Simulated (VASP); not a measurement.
Write the native input for VASP 6.6.1 that does the following.

```
Task                               : single point
Functional                         : HSE06
Potentials or basis                : VASP PAW PBE potentials, release 64 (Sn_d, S)
Cutoff                             : 400 eV
k mesh                             : 6 × 6 × 2
Occupations                        : gaussian, width 0.01 eV
Spin                               : no spin polarisation
Dipole correction                  : no
Grid for exact exchange (PRECFOCK) : Normal
Further INCAR settings             : ALGO = Normal; EDIFF = 1e-06; NBANDS = 20
Share of exact exchange            : 0.25
Screening parameter                : 0.2079 1/Å
```

SnS2:

```
Sn S
1.0
     3.66076    0.00000    0.00000
    -1.83038    3.17031    0.00000
     0.00000    0.00000    5.96180
Sn S
1 2
Cartesian
  0.0000 0.0000 0.0000
  0.0000 2.1135 1.4642
  1.8304 1.0568 4.4976
```

The input as run:

POSCAR

```
SnS2
1.0
    3.6607574624      0.0000000000      0.0000000000
   -1.8303787312      3.1703089595      0.0000000000
    0.0000000000      0.0000000000      5.9618049176
Sn S
1 2
Direct
    0.0000000000      0.0000000000      0.0000000000
    0.3333333333      0.6666666667      0.2455903383
    0.6666666667      0.3333333333      0.7544096617
```

INCAR.step1

```
SYSTEM = SnS2
PREC = Accurate
ENCUT = 400
EDIFF = 1E-5
ISMEAR = 0
SIGMA = 0.01
LREAL = .FALSE.
LASPH = .TRUE.
NELM = 120
ALGO = Normal
ISIF = 2
LWAVE = .TRUE.
GGA = PE
NBANDS = 20
GGA_COMPAT = .FALSE.
```

INCAR.step2

```
SYSTEM = SnS2
PREC = Accurate
ENCUT = 400
EDIFF = 1E-6
ISMEAR = 0
SIGMA = 0.01
LREAL = .FALSE.
LASPH = .TRUE.
NELM = 120
ALGO = Normal
ISIF = 2
LWAVE = .FALSE.
LCHARG = .TRUE.
GGA = PE
LHFCALC = .TRUE.
HFSCREEN = 0.2079
PRECFOCK = Normal
LELF = .TRUE.
LVHAR = .TRUE.
ISTART = 1
NBANDS = 20
GGA_COMPAT = .FALSE.
```

KPOINTS

```
Automatic mesh
0
G
  6 6 2
  0 0 0
```

Potentials or basis: VASP PAW PBE potentials, release 64 (Sn_d, S).

Run with:

```bash
$ cat potpaw_PBE.64/Sn_d/POTCAR potpaw_PBE.64/S/POTCAR > POTCAR
$ cp INCAR.step1 INCAR
$ mpirun -np 1 vasp_std > vasp.out
$ cp INCAR.step2 INCAR
$ mpirun -np 1 vasp_std > vasp.out
```

Results of the run:

```json
{"Pressure": "-0.3 GPa", "Largest force": "0.265 eV/Å", "Band gap on the k mesh": "2.43 eV (least direct gap 2.80 eV)"}
```

Caveat: the k points lie up to 0.53 Å⁻¹ apart; the PAW data sets were made with another functional, which shifts forces and pressure a little; spin-orbit coupling is left out, which moves the levels of the heavy elements; this functional lacks dispersion, which binds layers or chains, so the pressure and a relaxed spacing across them are unreliable.

It took 19 min on 1 thread of Intel(R) Xeon(R) Platinum 8488C (Sapphire Rapids) (shared host), peak memory 0.27 GiB.
